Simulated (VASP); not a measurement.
C: relaxation of cell and atoms with RPBE

C:

```xyz
2
Lattice="0.0000 1.7834 1.7834 1.7834 0.0000 1.7834 1.7834 1.7834 0.0000" Properties=species:S:1:pos:R:3 pbc="T T T"
C     0.0000    0.0000    0.0000
C     0.8917    0.8917    0.8917
```

```json
{
 "Program": "VASP 6.6.1",
 "Task": "relaxation of cell and atoms",
 "Functional": "RPBE",
 "Potentials or basis": "VASP PAW PBE potentials, release 64 (C)",
 "Cutoff": "600 eV",
 "k mesh": "10 × 10 × 10",
 "Occupations": "gaussian, width 0.01 eV",
 "Spin": "no spin polarisation",
 "Dipole correction": "no",
 "Further INCAR settings": "ALGO = Normal; EDIFF = 1e-06; IBRION = 2; EDIFFG = -0.01; NSW = 60; ISIF = 3"
}
```

The relaxed volume is 5.77 Å³/atom, the relaxed cell is a = 2.537 Å, b = 2.537 Å, c = 2.537 Å, α = 60.00°, β = 60.00°, γ = 60.00° and the space group after relaxing (to 0.05 Å) is Fd-3m (No. 227). The energy gained by relaxing is 2.4 meV/atom, the ionic steps are 3 and the pressure after relaxing is 0.0 GPa. The band gap on the k mesh is 4.13 eV, indirect (least direct gap 5.54 eV).

Step by step:
```csv
step,energy change (eV),largest force (eV/Å),pressure (GPa),volume (Å³)
1,0.0000,0.0000,7.75,11.34
2,0.0020,0.0000,-8.64,11.80
3,-0.0049,0.0000,-0.02,11.55
```

Final structure:
```
C
1.0
     0.00000    1.79408    1.79408
     1.79408    0.00000    1.79408
     1.79408    1.79408    0.00000
C
2
Direct
  0.00000 0.00000 0.00000
  0.25000 0.25000 0.25000
```

Levels at points of the mesh, in eV from the valence-band top:
```tsv
k point	band 2	band 3	band 4	band 5	band 6	band 7
(0.00, 0.00, 0.00)	0.00	0.00	0.00	5.54	5.54	5.54
(0.50, 0.00, 0.00)	-13.20	-2.76	-2.76	8.40	8.40	8.55
(0.50, 0.50, 0.00)	-12.71	-6.21	-6.21	4.72	4.72	16.62
```

Wall time 7.2 s on 1 thread of Intel(R) Xeon(R) Platinum 8488C (Sapphire Rapids), on a shared host, peak memory 0.11 GiB.

Caveat: the PAW data sets were made with another functional, which shifts forces and pressure a little. Zero-point motion and thermal expansion aren't in these numbers.
